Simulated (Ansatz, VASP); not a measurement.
## Ag: VASP beside Ansatz

```
CELL_PARAMETERS angstrom
2.94381 0.00000 0.00000
-1.47191 2.54942 0.00000
0.00000 0.00000 9.55650
ATOMIC_POSITIONS crystal
Ag 0.00000 0.00000 0.00000
Ag 0.33333 0.66667 0.25000
Ag 0.00000 0.00000 0.50000
Ag 0.66667 0.33333 0.75000
```

Alike in both runs: task relaxation of cell and atoms; functional PBE; k mesh 18 × 18 × 6; occupations gaussian, width 0.1 eV; no spin polarisation.

|  | VASP | Ansatz |
| --- | --- | --- |
| version | VASP 6.6.1 | Ansatz 0.2.0 |
| potentials or method | VASP PAW PBE potentials, release 64 (Ag), cutoff 600 eV | scalar-relativistic, plane waves, PAW |
| valence electrons in the cell | 44 | 76 |

|  | VASP | Ansatz | Ansatz less VASP |
| --- | --- | --- | --- |
| gap on the k mesh at the Fermi level, each at its own relaxed structure (eV) | none | none | - |
| relaxed volume (Å³/atom) | 17.84 | 17.86 | +0.018 |
| relaxed length of the cell vector where the two differ most in proportion (Å) | 2.932 | 2.934 | +0.0018 |

A gap of «none» marks a metal or a gap that the smearing closes. VASP's potentials hold 44 valence electrons a cell and Ansatz's 76, so a difference there can come from the potentials and not from the codes.
